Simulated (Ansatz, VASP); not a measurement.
## SnO in VASP and in Ansatz

```
Sn O
1.0
     3.79259    0.00000    0.00000
     0.00000    3.79259    0.00000
     0.00000    0.00000    4.94872
Sn O
2 2
Cartesian
  0.0000 1.8963 1.1529
  1.8963 0.0000 3.7959
  1.8963 1.8963 0.0000
  0.0000 0.0000 0.0000
```

Change from the starting cell: uniaxial_z strain +4.0%.

Alike in both runs: task single point; functional r2SCAN; k mesh 6 × 6 × 6; no spin polarisation.

|  | VASP | Ansatz |
| --- | --- | --- |
| version | VASP 6.6.1 | Ansatz 0.2.0 |
| potentials or method | VASP PAW PBE potentials, release 64 (Sn_d, O_h) | plane waves, PAW |
| plane-wave cutoff (eV) | 910 | 500 |
| occupations | gaussian, width 0.01 eV | fixed |
| valence electrons in the cell | 40 | 40 |

Ansatz gave:

- gap on the k mesh at the Fermi level (eV): 0.30
- rms of the force components (eV/Å): 0.007

**Question.** Estimate VASP's values.

**Answer.** gap on the k mesh at the Fermi level (eV): 0.30; rms of the force components (eV/Å): 0.048.

VASP's potentials were made for PBE, not for r2SCAN. Atom by atom the forces differ by 0.055 eV/Å (rms over components).

Noted on VASP's run: the cutoff is short for stress, so the pressure is rough.
